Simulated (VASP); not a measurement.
## H: relaxation of cell and atoms with PBEsol+D3(BJ)

H:

```
H
1.0
     2.64964    0.00000    0.00000
     0.00000    2.64964    0.00000
     0.00000    0.00000    0.98049
H
1
Direct
  0.00000 0.00000 0.50000
```

* Program: VASP 6.6.1
* Task: relaxation of cell and atoms
* Functional: PBEsol
* Dispersion: D3(BJ)
* Potentials or basis: VASP PAW PBE potentials, release 64 (H_h)
* Cutoff: 1230 eV
* k mesh: 10 × 10 × 26
* Occupations: fermi-dirac, width 0.05 eV
* Spin: no spin polarisation
* Dipole correction: no
* Further INCAR settings: ALGO = Normal; EDIFF = 1e-07; IBRION = 2; EDIFFG = -0.01; NSW = 60; ISIF = 3

The relaxed volume is 7.50 Å³/atom. The relaxed cell is a = 2.753 Å, b = 2.753 Å, c = 0.990 Å, α = 90.00°, β = 90.00°, γ = 90.00°. The space group after relaxing (to 0.1 Å) is P4/mmm (No. 123). The energy gained by relaxing is 2.0 meV/atom, the ionic steps are 7 and the pressure after relaxing is 0.1 GPa. The band gap on the k mesh is zero (an odd number of electrons rules out a gap without spin polarisation). The dispersion energy per atom is -0.039 eV.

Stress tensor (GPa, compression positive):
```
 0.15  0.00  0.00
 0.00  0.15  0.00
 0.00  0.00 -0.08
```

Step by step:
```tsv
step	energy change (eV)	largest force (eV/Å)	pressure (GPa)	volume (Å³)
1	0.0000	0.0000	1.52	6.88
2	-0.0006	0.0000	0.70	6.95
3	-0.0007	0.0000	0.34	6.98
4	-0.0008	0.0000	0.33	7.00
5	-0.0011	0.0000	0.29	7.07
6	-0.0015	0.0000	0.21	7.21
7	-0.0020	0.0000	0.07	7.50
```

Final structure:
```yaml
crystal:
  lattice:
    - [2.75283, 0.00000, 0.00000]
    - [0.00000, 2.75283, 0.00000]
    - [0.00000, 0.00000, 0.99000]
  atoms:
    - { symbol: H, position: [0.00000, 0.00000, 0.50000] }
```

Levels at points of the mesh, in eV from the Fermi level:
```csv
k point,band 1,band 2,band 3
"(0.00, 0.00, 0.00)",-10.64,8.95,14.50
"(0.50, 0.00, 0.00)",-9.40,2.58,15.17
"(0.50, 0.50, 0.00)",-8.40,6.06,6.06
"(0.00, 0.00, 0.50)",23.75,31.00,45.43
"(0.50, 0.00, 0.50)",24.48,33.02,40.80
"(0.50, 0.50, 0.50)",25.07,34.69,44.20
```

It took 44 s on 1 thread of Intel(R) Xeon(R) Platinum 8259CL CPU @ 2.50GHz (Skylake/Cascade Lake) (shared host), peak memory 0.15 GiB.

Caveat: the PAW data sets were made with another functional, which shifts forces and pressure a little; an odd number of electrons without spin polarisation forces a metal; a magnetic or distorted state may lie lower.
